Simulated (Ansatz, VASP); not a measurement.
**SrO in VASP and in Ansatz**

INCAR

```
SYSTEM = SrO
PREC     = Accurate       ! precision mode
ENCUT    = 520            ! plane-wave cutoff, eV
EDIFF    = 1E-8           ! SCF threshold, eV
ISMEAR   = -1             ! smearing method
SIGMA    = 0.03           ! smearing width, eV
LREAL    = .False.        ! projectors in reciprocal space
LASPH    = .True.         ! aspherical terms in the spheres
NELM     = 100            ! most SCF steps
ALGO     = Normal         ! electronic algorithm
ISIF     = 2              ! what is computed and relaxed
LWAVE    = .False.        ! write WAVECAR
LCHARG   = .False.        ! write CHGCAR
GGA      = PS             ! functional
LEFG     = .True.       
NBANDS   = 15             ! bands
```

The input KPOINTS:

```
Automatic mesh
0
Gamma
  8 8 8
  0 0 0
```

Contents of POSCAR:

```
SrO
1.0
    0.0000000000      2.5783376042      2.5783376042
    2.5783376042      0.0000000000      2.5783376042
    2.5783376042      2.5783376042      0.0000000000
Sr O
1 1
Direct
    0.0000000000      0.0000000000      0.0000000000
    0.5000000000      0.5000000000      0.5000000000
```

Input for Ansatz:

```yaml
crystal:
  lattice:
    - [0.0, 2.5783376042, 2.5783376042]
    - [2.5783376042, 0.0, 2.5783376042]
    - [2.5783376042, 2.5783376042, 0.0]
  atoms:
    - { symbol: Sr, position: [0.0, 0.0, 0.0] }
    - { symbol: O, position: [0.5, 0.5, 0.5] }
kpoints:
  mp_grid: { grid: [8, 8, 8] }
scf:
  occupations: { method: fermi_dirac, width: 0.03 }
hamiltonian:
  xc: pbesol
  pseudopotentials: { kind: all_electron, datasets: crystal }
output:
  forces: true
  stress: true
  eigenvalues: true
  efg: { contact_densities: true }
```

Change from the starting cell: volume scaled by 1.01, crystal datasets.

Alike in both runs: task electric field gradients; functional PBEsol; k mesh 8 × 8 × 8; occupations fermi-dirac, width 0.03 eV; no spin polarisation.

|  | VASP | Ansatz |
| --- | --- | --- |
| version | VASP 6.6.1 | Ansatz 0.2.0 |
| potentials or method | VASP PAW PBE potentials, release 64 (Sr_sv, O), cutoff 520 eV | all-electron PAW with datasets made for the crystal, scalar-relativistic |

VASP gave:

| Quantity | Value |
| --- | --- |
| gap on the k mesh at the Fermi level (eV) | 3.16 |
| pressure (GPa) | -1.2 |

Task: Which values does Ansatz return?

Result: gap on the k mesh at the Fermi level (eV): 3.21; pressure (GPa): -1.8.

VASP's potentials were made for PBE, not for PBEsol. Ansatz ran all-electron here, and VASP with PAW potentials.
